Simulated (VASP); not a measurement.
Here is a VASP 6.6.1 calculation.

File INCAR:

```
SYSTEM = AlN
  PREC = Accurate
  ENCUT = 520
  EDIFF = 1E-6
  ISMEAR = 0
  SIGMA = 0.05
  LREAL = .False.
  LASPH = .True.
  NELM = 60
  ALGO = Normal
  ISIF = 2
  LWAVE = .False.
  LCHARG = .False.
  GGA = PS
  NBANDS = 16
```

KPOINTS

```
regular mesh
0
Gamma
  9 9 6
  0 0 0
```

The input POSCAR:

```
AlN
1.0
    3.3610000000      0.0000000000      0.0000000000
   -1.6805000000      2.9107113821      0.0000000000
    0.0000000000      0.0000000000      4.0170000000
Al N
2 2
Direct
    0.3333333333      0.6666666667      0.7500000000
    0.6666666667      0.3333333333      0.2500000000
    0.3333333333      0.6666666667      0.2500000000
    0.6666666667      0.3333333333      0.7500000000
```

Potentials or basis: VASP PAW PBE potentials, release 64 (Al, N).

Launch:

```bash
$ cat potpaw_PBE.64/Al/POTCAR potpaw_PBE.64/N/POTCAR > POTCAR
$ mpirun -np 1 vasp_std > vasp.out
```

Q: What does it give for the band gap on the k mesh?

A: 3.43 eV, direct.

Q: What does it give for the pressure?

A: -1.4 GPa.

Stress tensor (GPa, compression positive):
```
-4.90  0.00  0.00
 0.00 -4.90  0.00
 0.00  0.00  5.51
```

Caveat: the PAW data sets were made with another functional, which shifts forces and pressure a little. A hybrid or GW would open this gap; PBEsol tends to underestimate it.
